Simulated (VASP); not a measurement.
# ZnC (Immm) in VASP: a series of runs

Runs on ZnC. Level: PBE. Tasks: relaxation of cell and atoms, single point.

Program: VASP 6.6.1. These are calculated values, not measurements. Logs are shortened: lines on timing, memory, paths and dates and some standing lists are left out, and cuts for length are marked.

## Step 1: The cell of the first run

It takes space group Immm (No. 71, orthorhombic). The conventional cell has a = 3.003 Å, b = 3.121 Å, c = 4.533 Å, α = 90.00°, β = 90.00°, γ = 90.00°. Zn (site symmetry mmm) has 6 C at 2.17 to 2.27 Å and 12 Zn at 3.00 to 3.13 Å within 3.2 Å. Within 3.2 Å of C (site symmetry mmm) lie 6 Zn at 2.17 to 2.27 Å and 12 C at 3.00 to 3.13 Å.

The cell was generated, and may not be a known phase.

## Step 2: Relaxation of cell and atoms, PBE

Input file INCAR:

```
SYSTEM = ZnC
PREC = Accurate
ENCUT = 600
EDIFF = 1E-6
ISMEAR = 0
SIGMA = 0.1
LREAL = .False.
LASPH = .True.
NELM = 80
ALGO = Normal
ISIF = 3
LWAVE = .False.
LCHARG = .False.
GGA = PE
IBRION = 2
NSW = 90
EDIFFG = -0.04
```

Input file KPOINTS:

```
Automatic mesh
0
Gamma
  8 8 8
  0 0 0
```

Input file POSCAR:

```
ZnC
1.0
   -1.5016660990      1.5605135886      2.2662935702
    1.5016660990     -1.5605135886      2.2662935702
    1.5016660990      1.5605135886     -2.2662935702
Zn C
1 1
Direct
    0.5000000000      0.0000000000      0.5000000000
    0.0000000000      0.5000000000      0.5000000000
```

Potentials or basis: VASP PAW PBE potentials, release 64 (Zn, C).

Run with:

```
$ cat potpaw_PBE.64/Zn/POTCAR potpaw_PBE.64/C/POTCAR > POTCAR
$ mpirun -np 1 vasp_std > vasp.out
```

OUTCAR:

```text
SYSTEM = ZnC
   PREC = Accurate
   ENCUT = 600
   EDIFF = 1E-6
   ISMEAR = 0
   LREAL = .False.
   LASPH = .True.
   NELM = 80
   ISIF = 3
   GGA = PE
   IBRION = 2
   NSW = 90
   EDIFFG = -0.04

 ion  position               nearest neighbor table
   1  0.500  0.000  0.500-   2 2.17   2 2.17   2 2.17   2 2.17   2 2.27   2 2.27
   2  0.000  0.500  0.500-   1 2.17   1 2.17   1 2.17   1 2.17   1 2.27   1 2.27

  LATTYP: Found a body centered orthorhombic cell.
 ALAT       =     3.0033321980
 B/A-ratio  =     1.0391881322
 C/A-ratio  =     1.5091860779

  Lattice vectors:

 A1 = (  -1.5016660990,   1.5605135886,   2.2662935702)
 A2 = (   1.5016660990,  -1.5605135886,   2.2662935702)
 A3 = (   1.5016660990,   1.5605135886,  -2.2662935702)

Analysis of symmetry for initial positions (statically):
=====================================================================
 Subroutine PRICEL returns:
 Original cell was already a primitive cell.

 Routine SETGRP: Setting up the symmetry group for a
 body centered orthorhombic supercell.

 Subroutine GETGRP returns: Found  8 space group operations
 (whereof  8 operations were pure point group operations)
 out of a pool of  8 trial point group operations.

The static configuration has the point symmetry D_2h.

Analysis of symmetry for dynamics (positions and initial velocities):
=====================================================================
 Subroutine PRICEL returns:
 Original cell was already a primitive cell.

 Routine SETGRP: Setting up the symmetry group for a
 body centered orthorhombic supercell.

 Subroutine GETGRP returns: Found  8 space group operations
 (whereof  8 operations were pure point group operations)
 out of a pool of  8 trial point group operations.

The dynamic configuration has the point symmetry D_2h.

 Subroutine INISYM returns: Found  8 space group operations
 (whereof  8 operations are pure point group operations),
 and found     1 'primitive' translations

----------------------------------------------------------------------------------------

                                     Primitive cell

  volume of cell :      21.2431

  direct lattice vectors                    reciprocal lattice vectors
    -1.501666099  1.560513589  2.266293570     0.000000000  0.320407335  0.220624550
     1.501666099 -1.560513589  2.266293570     0.332963500  0.000000000  0.220624550
     1.501666099  1.560513589 -2.266293570     0.332963500  0.320407335  0.000000000

  length of vectors
     3.134691417  3.134691417  3.134691417     0.389019347  0.399424442  0.462088252

  position of ions in fractional coordinates (direct lattice)
     0.500000000  0.000000000  0.500000000
     0.000000000  0.500000000  0.500000000

  ion indices of the primitive-cell ions
   primitive index   ion index
                 1           1
                 2           2

----------------------------------------------------------------------------------------

 KPOINTS: Automatic mesh

Automatic generation of k-mesh.
 Grid dimensions read from file:
 generate k-points for:    8    8    8

 Generating k-lattice:

  Cartesian coordinates                     Fractional coordinates (reciprocal lattice)
     0.000000000  0.040050917  0.027578069     0.125000000  0.000000000  0.000000000
     0.041620437  0.000000000  0.027578069     0.000000000  0.125000000  0.000000000
     0.041620437  0.040050917  0.000000000     0.000000000  0.000000000  0.125000000

  Length of vectors
     0.048627418  0.049928055  0.057761031

  Shift w.r.t. Gamma in fractional coordinates (k-lattice)
     0.000000000  0.000000000  0.000000000

 Subroutine IBZKPT returns following result:
 ===========================================

 Found     95 irreducible k-points:

 Following reciprocal coordinates:
            Coordinates               Weight
  0.000000  0.000000  0.000000      1.000000
  0.125000  0.000000  0.000000      4.000000
  0.250000  0.000000  0.000000      4.000000
  0.375000 -0.000000  0.000000      4.000000
  0.500000  0.000000  0.000000      2.000000
 -0.000000  0.125000  0.000000      4.000000
[... 16 lines left out ...]
  0.125000  0.375000  0.000000      8.000000
  0.250000  0.375000  0.000000      8.000000
 [... further k-points ...]
   k-points           NKPTS =     95   k-points in BZ     NKDIM =     95   number of bands    NBANDS=     12
   number of dos      NEDOS =    301   number of ions     NIONS =      2
   total plane-waves  NPLWV =  21952
   dimension x,y,z NGX =    28 NGY =   28 NGZ =   28
   dimension x,y,z NGXF=    56 NGYF=   56 NGZF=   56
   ions per type =               1   1
   NGX,Y,Z   is equivalent  to a cutoff of  14.85, 14.85, 14.85 a.u.
   NGXF,Y,Z  is equivalent  to a cutoff of  29.70, 29.70, 29.70 a.u.
 SYSTEM =  ZnC
   PREC   = accura    normal or accurate (medium, high low for compatibility)
   ISTART =      0    job   : 0-new  1-cont  2-samecut
   ICHARG =      2    charge: 1-file 2-atom 10-const
   ISPIN  =      1    spin polarized calculation?
   LNONCOLLINEAR =      F non collinear calculations
   LSORBIT =      F    spin-orbit coupling
   LASPH  =      T    aspherical Exc in radial PAW
   ENCUT  =  600.0 eV  44.10 Ry    6.64 a.u.   6.26  6.26  6.26*2*pi/ulx,y,z
   NELM   =     80;   NELMIN=  2; NELMDL= -5     # of ELM steps
   EDIFF  = 0.1E-05   stopping-criterion for ELM
   LREAL  =      F    real-space projection
   EDIFFG = -.4E-01   stopping-criterion for IOM
   NSW    =     90    number of steps for IOM
   IBRION =      2    ionic relax: 0-MD 1-quasi-New 2-CG
   NFREE  =      1    steps in history (QN), initial steepest desc. (CG)
   ISIF   =      3    stress and relaxation
   ISYM   =      2    0-nonsym 1-usesym 2-fastsym
   POTIM  = 0.5000    time-step for ionic-motion
   TEBEG  =    0.0;   TEEND  =   0.0 temperature during run
   PSTRESS=    0.0 pullay stress
   NELECT =      16.0000    total number of electrons
   NUPDOWN=      -1.0000    fix difference up-down
   EMIN   =  10.00;   EMAX   =-10.00  energy-range for DOS
   EFERMI =   0.00;   METHOD = LEGACY
   ISMEAR =     0;   SIGMA  =   0.10  broadening in eV -4-tet -1-fermi 0-gaus
   EFERMI_NEDOS =   21; number of points for ismear=-14 and -15
   IALGO  =     38    algorithm
   IMIX   =      4    mixing-type and parameters
     AMIX     =   0.40;   BMIX     =  1.00
     AMIX_MAG =   1.60;   BMIX_MAG =  1.00
  volume/ion in A,a.u.               =      10.62        71.68
  Fermi-wavevector in a.u.,A,eV,Ry     =   1.489507  2.814760 30.186297  2.218630
  Thomas-Fermi vector in A             =   2.602406
   LORBIT       =      0    0 simple, 1 ext, 2 COOP (PROOUT), +10 PAW based schemes
   GGA     = PE    functional components
   LHFCALC =     F    Hartree Fock is set to
   AEXX    =    0.0000 exact exchange contribution
   IVDW    =     0    specifies the selected vdW correction
   LEPSILON=     F    determine dielectric tensor
   LRPA    =     F    only Hartree local field effects (RPA)
 conjugate gradient relaxation of ions
 non-spin polarized calculation
 Gauss-broadening in eV      SIGMA  =   0.10
  energy-cutoff  :      600.00
  volume of cell :       21.24
 maximum number of plane-waves:       720
 NGX is ok and might be reduce to    28
   NGX = 13   NGY = 13   NGZ = 13

--------------------------------------- Ionic step        1  -------------------------------------------

 number of electron      16.0000000 magnetization

 Free energy of the ion-electron system (eV)
  ---------------------------------------------------
  ext. energy  EPLUGINS =         0.00000000
  ---------------------------------------------------
  free energy    TOTEN  =        -7.04102179 eV

  energy without entropy =       -7.03606937  energy(sigma->0) =       -7.03854558

------------------------ aborting loop because EDIFF is reached ----------------------------------------

  FORCE on cell =-STRESS in cart. coord.  units (eV):
  Direction    XX          YY          ZZ          XY          YZ          ZX
  --------------------------------------------------------------------------------------
  -------------------------------------------------------------------------------------
  Total        0.3259289      0.3265862     -0.3784146     -0.0000000      0.0000000      0.0000000
  in kB       24.5819494     24.6315286    -28.5404856     -0.0000000      0.0000000      0.0000000
  external PRESSURE =       6.8909975 kB  Pullay stress =       0.0000000 kB
[... 57 lines left out ...]
  energy  without entropy=       -7.0429003053  energy(sigma->0) =       -7.04494781

--------------------------------------- Ionic step        3  -------------------------------------------

 number of electron      16.0000001 magnetization

 E-fermi :   3.6380     XC(G=0): -12.0611

 val. band max:        3.6257801566   @ k =  -0.2500   0.5000   0.2500
 cond. band min:       3.6603040665   @ k =   0.1250   0.2500   0.0000
 fundamental gap:      0.0345239099
 Fermi energy:         3.6380114970

 k-point     1 :       0.0000    0.0000    0.0000
  band No.  band energies     occupation
      1      -9.9097      2.00000
      2      -3.0499      2.00000
      3      -3.0387      2.00000
      4      -2.9832      2.00000
      5      -2.9282      2.00000
      6      -2.9212      2.00000
      7       4.5935      0.00000
      8       4.8980      0.00000
      9       5.0294      0.00000
     10      10.1909      0.00000
     11      18.1595      0.00000
     12      18.6108      0.00000
[... 414 lines left out ...]
  energy  without entropy=       -7.0452290153  energy(sigma->0) =       -7.04733475

--------------------------------------- Ionic step        5  -------------------------------------------

 number of electron      16.0000002 magnetization

 Free energy of the ion-electron system (eV)
  ---------------------------------------------------
  ext. energy  EPLUGINS =         0.00000000
  ---------------------------------------------------
  free energy    TOTEN  =        -7.04951040 eV

  energy without entropy =       -7.04537029  energy(sigma->0) =       -7.04744034

 E-fermi :   3.7188     XC(G=0): -12.1138

 val. band max:        3.6823707973   @ k =  -0.2500   0.5000   0.2500
 cond. band min:       3.7492996568   @ k =   0.1250   0.2500   0.0000
 fundamental gap:      0.0669288595
 Fermi energy:         3.7187596684

 k-point     1 :       0.0000    0.0000    0.0000
  band No.  band energies     occupation
      1      -9.9081      2.00000
      2      -2.9806      2.00000
      3      -2.9798      2.00000
      4      -2.9241      2.00000
      5      -2.8606      2.00000
      6      -2.8584      2.00000
      7       4.7022      0.00000
      8       4.9638      0.00000
      9       5.1337      0.00000
     10      10.4092      0.00000
     11      18.2958      0.00000
     12      18.7838      0.00000
[... 374 lines left out ...]
  FREE ENERGIE OF THE ION-ELECTRON SYSTEM (eV)
  ---------------------------------------------------
  free  energy   TOTEN  =        -7.0495104011 eV

  energy  without entropy=       -7.0453702885  energy(sigma->0) =       -7.04744034

 reached required accuracy - stopping structural energy minimisation
```

It took 2 min on 1 thread of Oxide Virtual Turin-like, shared host; peak memory 0.15 GiB.

What came out:

* Free energy: -7.0495 eV
* Relaxed volume: 10.63 Å³/atom
* Relaxed cell: a = 3.115 Å, b = 3.115 Å, c = 3.115 Å, α = 121.57°, β = 119.06°, γ = 89.47°
* Space group after relaxing (to 0.1 Å): Immm (No. 71)
* Energy gained by relaxing: 4.2 meV/atom
* Ionic steps: 5
* Pressure after relaxing: 0.1 GPa
* Band gap on the k mesh: zero (bands 8 and 9 overlap by 4.23 eV)

The path:
```tsv
step	energy change (eV)	largest force (eV/Å)	pressure (GPa)	volume (Å³)
1	0.0000	0.0000	0.69	21.24
2	-0.0060	0.0000	-0.59	21.38
3	-0.0073	0.0000	-1.32	21.48
4	-0.0084	0.0000	0.54	21.21
5	-0.0085	0.0000	0.12	21.26
```

Final structure:
```yaml
crystal:
  lattice:
    - [-1.52051, 1.57985, 2.21308]
    - [1.52051, -1.57985, 2.21308]
    - [1.52051, 1.57985, -2.21308]
  atoms:
    - { symbol: Zn, position: [0.50000, 0.00000, 0.50000] }
    - { symbol: C, position: [0.00000, 0.50000, 0.50000] }
```

(Part 1 of 2 ends here.)

The gap in the log of VASP goes by the Fermi energy; the results here count the filled bands.